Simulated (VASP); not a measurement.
# SrCl2 (Fm-3m) in VASP: a series of runs, part 2 of 2

VASP 6.6.1. The steps go on from the part before.

## Step 3: Single point, PBE-based screened hybrid with 20 % exact exchange

This run uses another cell than the first one, of 28.30 Å³/atom.

File POSCAR:

```
SrCl2
1.0
    0.0000000000      3.4883500000      3.4883500000
    3.4883500000      0.0000000000      3.4883500000
    3.4883500000      3.4883500000      0.0000000000
Sr Cl
1 2
Direct
    0.0000000000      0.0000000000      0.0000000000
    0.7500000000      0.7500000000      0.7500000000
    0.2500000000      0.2500000000      0.2500000000
```

File INCAR.step1:

```
SYSTEM = SrCl2
PREC = Accurate
ENCUT = 400
EDIFF = 1E-5
ISMEAR = -1
SIGMA = 0.05
LREAL = .FALSE.
LASPH = .TRUE.
NELM = 120
ALGO = Normal
ISIF = 2
LWAVE = .TRUE.
GGA = PE
NBANDS = 19
GGA_COMPAT = .FALSE.
```

File INCAR.step2:

```
SYSTEM = SrCl2
PREC = Accurate
ENCUT = 400
EDIFF = 1E-6
ISMEAR = -1
SIGMA = 0.05
LREAL = .FALSE.
LASPH = .TRUE.
NELM = 120
ALGO = Normal
ISIF = 2
LWAVE = .FALSE.
LCHARG = .TRUE.
GGA = PE
LHFCALC = .TRUE.
AEXX = 0.2
HFSCREEN = 0.2
PRECFOCK = Normal
LELF = .TRUE.
LVHAR = .TRUE.
ISTART = 1
NBANDS = 19
GGA_COMPAT = .FALSE.
```

File KPOINTS:

```
Automatic mesh
0
G
  4 4 4
  0 0 0
```

Potentials or basis: VASP PAW PBE potentials, release 64 (Sr_sv, Cl).

Launch:

```sh
cat potpaw_PBE.64/Sr_sv/POTCAR potpaw_PBE.64/Cl/POTCAR > POTCAR
cp INCAR.step1 INCAR
mpirun -np 1 vasp_std > vasp.out
cp INCAR.step2 INCAR
mpirun -np 1 vasp_std > vasp.out
```

OUTCAR:

```text
SYSTEM = SrCl2
   PREC = Accurate
   ENCUT = 400
   EDIFF = 1E-6
   ISMEAR = -1
   LREAL = .FALSE.
   LASPH = .TRUE.
   NELM = 120
   ISIF = 2
   GGA = PE
   LHFCALC = .TRUE.
   AEXX = 0.2
   HFSCREEN = 0.2
   PRECFOCK = Normal
   ISTART = 1

 ion  position               nearest neighbor table
   1  0.000  0.000  0.000-   2 3.02   2 3.02   2 3.02   2 3.02   3 3.02   3 3.02   3 3.02   3 3.02

   2  0.750  0.750  0.750-   1 3.02   1 3.02   1 3.02   1 3.02
   3  0.250  0.250  0.250-   1 3.02   1 3.02   1 3.02   1 3.02

  LATTYP: Found a face centered cubic cell.
 ALAT       =     6.9767000000

  Lattice vectors:

 A1 = (   0.0000000000,   3.4883500000,   3.4883500000)
 A2 = (   3.4883500000,   0.0000000000,   3.4883500000)
 A3 = (   3.4883500000,   3.4883500000,   0.0000000000)

Analysis of symmetry for initial positions (statically):
=====================================================================
 Subroutine PRICEL returns:
 Original cell was already a primitive cell.

 Routine SETGRP: Setting up the symmetry group for a
 face centered cubic supercell.

 Subroutine GETGRP returns: Found 48 space group operations
 (whereof 48 operations were pure point group operations)
 out of a pool of 48 trial point group operations.

The static configuration has the point symmetry O_h .

Analysis of symmetry for dynamics (positions and initial velocities):
=====================================================================
 Subroutine PRICEL returns:
 Original cell was already a primitive cell.

 Routine SETGRP: Setting up the symmetry group for a
 face centered cubic supercell.

 Subroutine GETGRP returns: Found 48 space group operations
 (whereof 48 operations were pure point group operations)
[... 107 lines left out ...]
     AMIX_MAG =   1.60;   BMIX_MAG =  1.00
  volume/ion in A,a.u.               =      28.30       190.97
  Fermi-wavevector in a.u.,A,eV,Ry     =   1.074439  2.030396 15.706833  1.154420
  Thomas-Fermi vector in A             =   2.210267
   LORBIT       =      0    0 simple, 1 ext, 2 COOP (PROOUT), +10 PAW based schemes
   GGA     = PE    functional components
   LHFCALC =     T    Hartree Fock is set to
   PRECFOCK=normal    Normal, Fast or Accurate (Low or Medium for compatibility)
   ENCUT4O =  -1.0   cutoff for four orbital integrals eV
   NKREDX  =     1    reduce k-point grid by
   NKREDY  =     1    reduce k-point grid by
   NKREDZ  =     1    reduce k-point grid by
   AEXX    =    0.2000 exact exchange contribution
   HFSCREEN=    0.2000 screening length (either q_TF or 0.3 A-1)
   HFSCREENC=   0.2000 screening length for correlation (either q_TF or 0.3 A-1)
   ENCUTFOCK=  -1.0 apply spherical cutoff to Coloumb kernel
   IVDW    =     0    specifies the selected vdW correction
   LEPSILON=     F    determine dielectric tensor
   LRPA    =     F    only Hartree local field effects (RPA)
 non-spin polarized calculation
  energy-cutoff  :      400.00
  volume of cell :       84.90
 maximum number of plane-waves:      1572
  NGX = 28; NGY = 28; NGZ = 28

 number of electron      24.0000000 magnetization

 Free energy of the ion-electron system (eV)
  ---------------------------------------------------
  ext. energy  EPLUGINS =         0.00000000
  ---------------------------------------------------
  free energy    TOTEN  =       -14.41671687 eV

  energy without entropy =      -14.41671687  energy(sigma->0) =      -14.41671687

 E-fermi :   0.4765     XC(G=0):  -7.1704

 val. band max:       -0.5926386694   @ k =   0.5000   0.5000   0.0000
 cond. band min:       5.7791020154   @ k =   0.0000   0.0000   0.0000
 fundamental gap:      6.3717406848
 Fermi energy:         0.4764956267

 k-point     1 :       0.0000    0.0000    0.0000
  band No.  band energies     occupation
      1     -35.1441      2.00000
      2     -16.1140      2.00000
      3     -16.1140      2.00000
      4     -16.1140      2.00000
      5     -14.9030      2.00000
      6     -13.9930      2.00000
[... 153 lines left out ...]
      6     -14.1452      2.00000
[... 11 lines left out ...]
     18      10.1713      0.00000
     19      11.2553      0.00000

------------------------ aborting loop because EDIFF is reached ----------------------------------------

  FORCE on cell =-STRESS in cart. coord.  units (eV):
  Direction    XX          YY          ZZ          XY          YZ          ZX
  --------------------------------------------------------------------------------------
  -------------------------------------------------------------------------------------
  Total        0.3354082      0.3354082      0.3354082     -0.0000000      0.0000000      0.0000000
  in kB        6.3298603      6.3298603      6.3298603     -0.0000000      0.0000000      0.0000000
  external PRESSURE =       6.3298603 kB  Pullay stress =       0.0000000 kB

 VOLUME and BASIS-vectors are now :
 -----------------------------------------------------------------------------
  energy-cutoff  :      400.00
  volume of cell :       84.90
      direct lattice vectors                 reciprocal lattice vectors
     0.000000000  3.488350000  3.488350000    -0.143334241  0.143334241  0.143334241
     3.488350000  0.000000000  3.488350000     0.143334241 -0.143334241  0.143334241
     3.488350000  3.488350000  0.000000000     0.143334241  0.143334241 -0.143334241

 POSITION                                       TOTAL-FORCE (eV/Angst)
 -----------------------------------------------------------------------------------
      0.00000      0.00000      0.00000         0.000000      0.000000     -0.000000
      5.23252      5.23252      5.23252         0.000000     -0.000000      0.000000
      1.74418      1.74418      1.74418        -0.000000      0.000000      0.000000
 -----------------------------------------------------------------------------------
    total drift:                                0.000000      0.000000     -0.000000

  FREE ENERGIE OF THE ION-ELECTRON SYSTEM (eV)
  ---------------------------------------------------
  free  energy   TOTEN  =       -14.4167168697 eV

  energy  without entropy=      -14.4167168697  energy(sigma->0) =      -14.41671687
```

Wall time 20 min (1 thread of Oxide Virtual Turin-like, shared host); peak memory 0.27 GiB.

What came out:

```yaml
Free_energy: -14.4167 eV
Pressure: 0.6 GPa
Band_gap_on_the_k_mesh: 6.37 eV (least direct gap 6.57 eV)
```

Levels at points of the mesh, in eV from the valence-band top:
| k point | band 8 | band 9 | band 10 | band 11 | band 12 | band 13 | band 14 | band 15 | band 16 | band 17 |
| --- | --- | --- | --- | --- | --- | --- | --- | --- | --- | --- |
| (0.00, 0.00, 0.00) | -2.25 | -2.25 | -0.36 | -0.36 | -0.36 | 6.37 | 7.25 | 7.25 | 10.12 | 10.12 |
| (0.50, 0.00, 0.00) | -1.65 | -1.57 | -1.39 | -1.12 | -1.12 | 7.91 | 7.91 | 8.78 | 8.88 | 9.94 |
| (0.50, 0.50, 0.00) | -2.01 | -2.01 | -0.42 | -0.42 | 0.00 | 6.57 | 8.27 | 8.89 | 9.30 | 9.30 |

Caveat: the PAW data sets were made with another functional, which shifts forces and pressure a little.

## Step 4: Single point, PBE-based screened hybrid with 25 % exact exchange

This run uses another cell than the first one, of 28.30 Å³/atom.

POSCAR is that of step 3.

File INCAR.step1:

```
PREC = Accurate ; ENCUT = 400
EDIFF = 1E-5 ; ISMEAR = -1
SIGMA = 0.05 ; LREAL = F
LASPH = T ; NELM = 120
ALGO = Normal ; ISIF = 2
LWAVE = T ; GGA = PE
NBANDS = 19 ; GGA_COMPAT = F
```

File INCAR.step2:

```
PREC = Accurate ; ENCUT = 400
EDIFF = 1E-6 ; ISMEAR = -1
SIGMA = 0.05 ; LREAL = F
LASPH = T ; NELM = 120
ALGO = Normal ; ISIF = 2
LWAVE = F ; LCHARG = T
GGA = PE ; LHFCALC = T
AEXX = 0.25 ; HFSCREEN = 0.2
PRECFOCK = Normal ; LELF = T
LVHAR = T ; ISTART = 1
NBANDS = 19 ; GGA_COMPAT = F
```

File KPOINTS:

```
Automatic mesh
0
Gamma
  4 4 4
```

Launch:

```sh
cat potpaw_PBE.64/Sr_sv/POTCAR potpaw_PBE.64/Cl/POTCAR > POTCAR
cp INCAR.step1 INCAR
mpirun -np 1 vasp_std > vasp.out
cp INCAR.step2 INCAR
mpirun -np 1 vasp_std > vasp.out
```

Wall time 22 min (1 thread of Oxide Virtual Turin-like, shared host); peak memory 0.26 GiB.

The run converged. Its results:

| Item | Value |
| --- | --- |
| Free energy | -14.8338 eV |
| Pressure | 0.5 GPa |
| Band gap on the k mesh | 6.64 eV (least direct gap 6.84 eV) |

Levels at points of the mesh, in eV from the valence-band top:
| k point | band 10 | band 11 | band 12 | band 13 | band 14 | band 15 |
| --- | --- | --- | --- | --- | --- | --- |
| (0.00, 0.00, 0.00) | -0.37 | -0.37 | -0.37 | 6.64 | 7.54 | 7.54 |
| (0.50, 0.00, 0.00) | -1.41 | -1.14 | -1.14 | 8.22 | 8.22 | 9.11 |
| (0.50, 0.50, 0.00) | -0.42 | -0.42 | 0.00 | 6.84 | 8.58 | 9.22 |

Caveat: the PAW data sets were made with another functional, which shifts forces and pressure a little.

## Step 5: Single point, PBE-based screened hybrid with 30 % exact exchange

This run uses another cell than the first one, of 28.30 Å³/atom.

POSCAR is that of step 4.

File INCAR.step1:

```
  PREC = Accurate
  ENCUT = 400
  EDIFF = 1E-5
  ISMEAR = -1
  SIGMA = 0.05
  LREAL = F
  LASPH = T
  NELM = 120
  ALGO = Normal
  ISIF = 2
  LWAVE = T
  LCHARG = F
  NBANDS = 19
  GGA = PE
  GGA_COMPAT = F
```

File INCAR.step2:

```
  PREC = Accurate
  ENCUT = 400
  EDIFF = 1E-6
  ISMEAR = -1
  SIGMA = 0.05
  LREAL = F
  LASPH = T
  NELM = 120
  ALGO = Normal
  ISIF = 2
  LWAVE = F
  LCHARG = F
  GGA = PE
  LHFCALC = T
  AEXX = 0.3
  HFSCREEN = 0.2
  PRECFOCK = Normal
  NBANDS = 19
  ISTART = 1
  GGA_COMPAT = F
```

KPOINTS is that of step 4.

Launch:

```sh
cat potpaw_PBE.64/Sr_sv/POTCAR potpaw_PBE.64/Cl/POTCAR > POTCAR
cp INCAR.step1 INCAR
mpirun -np 1 vasp_std > vasp.out
cp INCAR.step2 INCAR
mpirun -np 1 vasp_std > vasp.out
```

It took 11 min on 1 thread of Oxide Virtual Turin-like, shared host; peak memory 0.26 GiB.

The run converged. Its results:

```yaml
Free_energy: -15.2537 eV
Pressure: 0.4 GPa
Band_gap_on_the_k_mesh: 6.90 eV (least direct gap 7.11 eV)
```

Levels at points of the mesh, in eV from the valence-band top:
| k point | band 10 | band 11 | band 12 | band 13 | band 14 | band 15 |
| --- | --- | --- | --- | --- | --- | --- |
| (0.00, 0.00, 0.00) | -0.37 | -0.37 | -0.37 | 6.90 | 7.84 | 7.84 |
| (0.50, 0.00, 0.00) | -1.43 | -1.15 | -1.15 | 8.52 | 8.52 | 9.39 |
| (0.50, 0.50, 0.00) | -0.42 | -0.42 | 0.00 | 7.11 | 8.89 | 9.55 |

Caveat: the PAW data sets were made with another functional, which shifts forces and pressure a little.

## Step 6: The runs side by side

```tsv
level	cell	k mesh	cutoff (eV)	grid for exact exchange (PRECFOCK)	share of exact exchange	screening parameter	gap on the mesh (eV)	pressure (GPa)
r2SCAN	a = 4.998 Å, angles 60.0°, 3 atoms	7 × 7 × 7	550	-	-	-	5.85	-1.0
PBE-based screened hybrid with 20 % exact exchange	a = 4.933 Å, angles 60.0°, 3 atoms	4 × 4 × 4	400	Normal	0.2	0.2 1/Å	6.37	0.6
PBE-based screened hybrid with 25 % exact exchange	a = 4.933 Å, angles 60.0°, 3 atoms	4 × 4 × 4	400	Normal	0.25	0.2 1/Å	6.64	0.5
PBE-based screened hybrid with 30 % exact exchange	a = 4.933 Å, angles 60.0°, 3 atoms	4 × 4 × 4	400	Normal	0.3	0.2 1/Å	6.90	0.4
```

Alike in all rows: task single point; potentials or basis VASP PAW PBE potentials, release 64 (Sr_sv, Cl); no spin polarisation; smearing fermi-dirac 0.05 eV.

Caveats: the PAW data sets were made with another functional, which shifts forces and pressure a little; an odd mesh through Γ misses points on the zone boundary, where band edges can lie (at least some runs).

Total energies depend on the potentials used, so only differences within one code and one set of settings carry meaning.
